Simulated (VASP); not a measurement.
## BaCd3Se4: relaxation of cell and atoms with PBE

Crystal: BaCd3Se4.

```
CELL_PARAMETERS angstrom
4.72144 0.00000 0.00000
0.00000 4.72144 0.00000
0.00000 0.00000 13.28198
ATOMIC_POSITIONS crystal
Ba 0.00000 0.00000 0.00000
Cd 0.50000 0.50000 0.74759
Cd 0.00000 0.00000 0.50000
Cd 0.50000 0.50000 0.25241
Se 0.00000 0.50000 0.62406
Se 0.50000 0.00000 0.37594
Se 0.00000 0.50000 0.12904
Se 0.50000 0.00000 0.87096
```

- Program: VASP 6.6.1
- Task: relaxation of cell and atoms
- Functional: PBE
- Potentials or basis: VASP PAW PBE potentials, release 64 (Ba_sv, Cd, Se)
- Cutoff: 600 eV
- k mesh: 3 × 3 × 1
- Occupations: gaussian, width 0.15 eV
- Spin: no spin polarisation
- Dipole correction: no
- Further INCAR settings: ALGO = Normal; EDIFF = 1e-06; IBRION = 2; EDIFFG = -0.08; NSW = 36; ISIF = 3

The relaxed volume is 33.88 Å³/atom, the relaxed cell is a = 4.603 Å, b = 4.603 Å, c = 12.796 Å, α = 90.00°, β = 90.00°, γ = 90.00° and the space group after relaxing (to 0.05 Å) is P-4m2 (No. 115). The energy gained by relaxing is 137.4 meV/atom. The ionic steps are 11, the pressure after relaxing is 0.3 GPa and the largest force after relaxing is 0.055 eV/Å. The band gap on the k mesh is 0.94 eV, direct.

Forces on the atoms (eV/Å):
```
Ba   0.000  0.000  0.000
Cd   0.000  0.000  0.055
Cd   0.000  0.000  0.000
Cd   0.000  0.000 -0.055
Se   0.000  0.000  0.006
Se   0.000  0.000 -0.006
Se   0.000  0.000 -0.020
Se   0.000  0.000  0.020
```

The path:
```csv
step,energy change (eV),largest force (eV/Å),pressure (GPa),volume (Å³)
1,0.0000,1.9935,-1.20,296.08
2,-0.4036,1.5439,-0.43,284.37
3,-0.6623,0.9610,2.73,258.33
4,-0.7007,0.7631,1.62,265.50
5,-0.8844,0.7068,-0.23,276.73
6,-0.8930,0.6922,-0.64,279.82
7,-0.9844,0.4546,-0.34,276.57
8,-1.0539,0.4962,0.48,269.86
9,-1.0894,0.2278,-0.28,275.07
10,-1.0894,0.2151,-0.32,275.32
11,-1.0992,0.0550,0.26,271.07
```

Final structure:
```xyz
8
Lattice="4.6026 0.0000 0.0000 0.0000 4.6026 0.0000 0.0000 0.0000 12.7961" Properties=species:S:1:pos:R:3 pbc="T T T"
Ba    4.6026    0.0000    0.0000
Cd    2.3013    2.3013    9.2240
Cd    4.6026    0.0000    6.3980
Cd    2.3013    2.3013    3.5721
Se    0.0000    2.3013    7.8086
Se    2.3013    0.0000    4.9875
Se    0.0000    2.3013    2.1159
Se    2.3013    0.0000   10.6802
```

Levels at points of the mesh, in eV from the valence-band top:
```csv
k point,band 33,band 34,band 35,band 36,band 37,band 38
"(0.00, 0.00, 0.00)",-0.03,-0.03,0.00,0.94,2.87,2.97
```

It took 4.7 min on 1 thread of Intel(R) Xeon(R) 6975P-C (Granite Rapids) (shared host), peak memory 0.48 GiB.

Caveat: the k points lie up to 0.49 Å⁻¹ apart in the final cell; spin-orbit coupling is left out, which moves the levels of the heavy elements; the relaxation stopped at a loose force limit of 0.08 eV/Å, so its end isn't a converged minimum. As with any semilocal functional, this PBE gap is likely too small.
